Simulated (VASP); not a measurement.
## ZnCu: single point with PBE

The system is ZnCu.

```
CELL_PARAMETERS angstrom
2.64585 0.00000 0.00000
-1.32292 2.29137 0.00000
0.00000 0.00000 18.10757
ATOMIC_POSITIONS crystal
Zn 0.33333 0.66667 0.17412
Zn 0.66667 0.33333 0.67412
Zn 0.33333 0.66667 0.32588
Zn 0.66667 0.33333 0.82588
Cu 0.33333 0.66667 0.55669
Cu 0.66667 0.33333 0.05669
Cu 0.33333 0.66667 0.94331
Cu 0.66667 0.33333 0.44331
```

```yaml
Program: VASP 6.6.1
Task: single point
Functional: PBE
Potentials_or_basis: VASP PAW PBE potentials, release 64 (Zn, Cu)
Cutoff: 520 eV
k_mesh: 6 × 6 × 2
Occupations: gaussian, width 0.1 eV
Spin: no spin polarisation
Dipole_correction: no
Further_INCAR_settings: ALGO = Fast; EDIFF = 1e-07; NBANDS = 56
```

```yaml
Pressure: 0.3 GPa
Largest_force: 0.010 eV/Å
Band_gap_on_the_k_mesh: zero (bands 46 and 47 overlap by 3.42 eV)
```

Forces on the atoms (eV/Å):
```
Zn   0.000  0.000  0.008
Zn   0.000  0.000  0.008
Zn   0.000  0.000 -0.008
Zn   0.000  0.000 -0.008
Cu   0.000  0.000 -0.010
Cu   0.000  0.000 -0.010
Cu   0.000  0.000  0.010
Cu   0.000  0.000  0.010
```

Stress tensor (GPa, compression positive):
```
0.18 0.00 0.00
0.00 0.18 0.00
0.00 0.00 0.60
```

Levels at points of the mesh, in eV from the Fermi level:
| k point | band 45 | band 46 | band 47 | band 48 | band 49 | band 50 |
| --- | --- | --- | --- | --- | --- | --- |
| (0.00, 0.00, 0.00) | -2.08 | -2.08 | -2.08 | -2.08 | -0.07 | 2.01 |
| (0.50, 0.00, 0.00) | -0.77 | -0.57 | -0.22 | 0.25 | 0.44 | 0.97 |
| (0.00, 0.00, 0.50) | -2.08 | -2.08 | -2.08 | -2.08 | 0.93 | 0.93 |
| (0.50, 0.00, 0.50) | -0.57 | -0.57 | -0.09 | -0.09 | 0.78 | 0.78 |

Wall time 83 s on 1 thread of Intel(R) Xeon(R) 6975P-C (Granite Rapids) (shared host), peak memory 0.25 GiB.

Caveat: the k points lie up to 0.46 Å⁻¹ apart, too coarse for converged energies and pressures of a metal.
